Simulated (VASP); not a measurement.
Wanted: the native input for a VASP 6.6.1 run.

```yaml
Task: single point
Functional: PBE
Dispersion: D3(BJ)
Potentials_or_basis: VASP PAW PBE potentials, release 64 (Tl_d, Na_pv)
Cutoff: 400 eV
k_mesh: 3 × 2 × 3
Occupations: fermi-dirac, width 0.15 eV
Spin: no spin polarisation
Dipole_correction: no
Further_INCAR_settings: ALGO = Normal; EDIFF = 1e-06; NBANDS = 94
```

The structure of NaTl12 (a cell with a defect) lies in POSCAR:

```
NaTl12
1.0
    6.9200000000      0.0000000000      0.0000000000
   -5.1900000000      8.9893440000      0.0000000000
    0.0000000000      0.0000000000      5.5325400000
Tl Na
12 1
Direct
   -0.0986091194     -0.0405925060     -0.0411022785
    0.2444768404      0.1920384847      0.2836671764
    0.0383037335      0.3215918759     -0.0438135106
    0.0704320210      0.5531771840      0.4774298966
    0.0378649128      0.6786368394     -0.0869944004
    0.1227703836      0.8898980838      0.4941672360
    0.4671556182      0.0013905353      0.0232623714
    0.8118349204      0.1336026300      0.3577922618
    0.6895645719      0.4272614331      0.1487020428
    0.5962243192      0.5727114237      0.5927837847
    0.4580339212      0.6466656521      0.1330311213
    0.5920448056      0.8473699527      0.5888796105
    0.5950786027      0.2678504683      0.6822905935
```

One way to write it, as run:

INCAR

```
PREC = Accurate
ENCUT = 400
EDIFF = 1E-6
ISMEAR = -1
SIGMA = 0.15
LREAL = F
LASPH = T
NELM = 120
ALGO = Normal
ISIF = 2
LWAVE = F
LCHARG = T
GGA = PE
IVDW = 12
LELF = T
LVHAR = T
NBANDS = 94
GGA_COMPAT = F
```

KPOINTS

```
Automatic mesh
0
Gamma
  3 2 3
```

Potentials or basis: VASP PAW PBE potentials, release 64 (Tl_d, Na_pv).

Command:

```bash
$ cat potpaw_PBE.64/Tl_d/POTCAR potpaw_PBE.64/Na_pv/POTCAR > POTCAR
$ mpirun -np 1 vasp_std > vasp.out
```

It gave:

The pressure is 8.9 GPa and the largest force is 2.459 eV/Å. The band gap on the k mesh is zero (an odd number of electrons rules out a gap without spin polarisation) and the dispersion energy per atom is -0.356 eV.

Caveat: the k points lie up to 0.38 Å⁻¹ apart, too coarse for converged energies and pressures of a metal; spin-orbit coupling is left out, which moves the levels of the heavy elements.

It took 6.6 min on 1 thread of Intel(R) Xeon(R) Platinum 8259CL CPU @ 2.50GHz (Skylake/Cascade Lake), with other jobs on the host, peak memory 0.4 GiB.
